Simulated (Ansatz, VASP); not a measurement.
# Two plane-wave programs on FeCu

INCAR

```
SYSTEM = FeCu
ALGO = Normal
EDIFF = 1E-7
ENCUT = 520
GGA = PE
ISIF = 2
ISMEAR = -1
ISPIN = 2
LASPH = .TRUE.
LCHARG = .TRUE.
LELF = .TRUE.
LMAXMIX = 4
LORBIT = 11
LREAL = .FALSE.
LVHAR = .TRUE.
LWAVE = .FALSE.
MAGMOM = 3 0
NBANDS = 20
NELM = 150
PREC = Accurate
SIGMA = 0.05
```

Contents of KPOINTS:

```
k-points
0
G
  9 9 5
  0 0 0
```

File POSCAR:

```
FeCu
1.0
    1.4382720000     -1.9879340000      0.0000000000
    1.4382720000      1.9879340000      0.0000000000
    0.0000000000      0.0000000000      4.1381350000
Fe Cu
1 1
Direct
    0.0000000000      0.0000000000      0.0000000000
    0.5000000000      0.5000000000      0.5000000000
```

Input for Ansatz:

```yaml
crystal:
  lattice:
    - [1.438272, -1.987934, 0.0]
    - [1.438272, 1.987934, 0.0]
    - [0.0, 0.0, 4.138135]
  atoms:
    - { symbol: Fe, position: [0.0, 0.0, 0.0], spin: 3.0 }
    - { symbol: Cu, position: [0.5, 0.5, 0.5] }
magnetization:
  spin_polarized: true
kpoints:
  mp_grid: { grid: [9, 9, 5] }
scf:
  occupations: { method: fermi_dirac, width: 0.05 }
  lower_state_search: "off"
hamiltonian:
  xc: pbe
  pseudopotentials: { kind: paw }
output:
  forces: true
  stress: true
  eigenvalues: true
```

Alike in both runs: task single point; functional PBE; k mesh 9 × 9 × 5; occupations fermi-dirac, width 0.05 eV; collinear spin.

|  | VASP | Ansatz |
| --- | --- | --- |
| version | VASP 6.6.1 | Ansatz 0.2.0 |
| potentials or method | VASP PAW PBE potentials, release 64 (Fe, Cu) | PAW with Ansatz's default frozen-core files, scalar-relativistic |
| plane-wave cutoff (eV) | 520 | 420 |
| valence electrons in the cell | 19 | 35 |

```csv
,VASP,Ansatz,Ansatz less VASP
pressure (GPa),0.5,0.3,-0.21
"traceless stress, the component that is largest in VASP (GPa)",1.35,1.05,-0.299
net moment per atom (μB),1.24,1.24,+0.001
size of the moment on the site where the two differ most (μB),0.06,0.08,+0.026
```

Site moments also hang on the region over which each program counts them. VASP's potentials hold 19 valence electrons a cell and Ansatz's 35, so a difference there can come from the potentials and not from the codes.
